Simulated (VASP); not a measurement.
TaRh3, 4 atoms in the cell. It takes space group Pm-3m (No. 221, cubic). The conventional cell has a = 3.851 Å, b = 3.851 Å, c = 3.851 Å, α = 90.00°, β = 90.00°, γ = 90.00°. Ta (site symmetry m-3m) has 12 Rh at 2.72 Å within 3.6 Å. Rh (site symmetry 4/mmm) has 4 Ta at 2.72 Å and 8 Rh at 2.72 Å within 3.6 Å. 

| Item | Value |
| --- | --- |
| Program | VASP 6.6.1 |
| Task | relaxation of cell and atoms |
| Functional | r2SCAN |
| Potentials or basis | VASP PAW PBE potentials, release 64 (Ta_pv, Rh_pv) |
| Cutoff | 600 eV |
| k mesh | 12 × 12 × 12 |
| Occupations | gaussian, width 0.1 eV |
| Spin | no spin polarisation |
| Target pressure | 1 GPa |
| Dipole correction | no |
| Further INCAR settings | ALGO = Normal; EDIFF = 1e-07; IBRION = 2; EDIFFG = -0.008; NSW = 70; ISIF = 3 |

Potentials or basis: VASP PAW PBE potentials, release 64 (Ta_pv, Rh_pv).

Run with:

```bash
$ cat potpaw_PBE.64/Ta_pv/POTCAR potpaw_PBE.64/Rh_pv/POTCAR > POTCAR
$ cp INCAR.step1 INCAR
$ mpirun -np 1 vasp_std > vasp.out
$ cp INCAR.step2 INCAR
$ mpirun -np 1 vasp_std > vasp.out
```

Hardware: 1 thread of Oxide Virtual Turin-like Processor, with other jobs on the host.

**Question.** Estimate the wall time of this run.

**Answer.** Run time: 31 min on 1 thread of Oxide Virtual Turin-like Processor, on a shared host, peak memory 0.29 GiB. Counts: k points 84, ion steps 3.
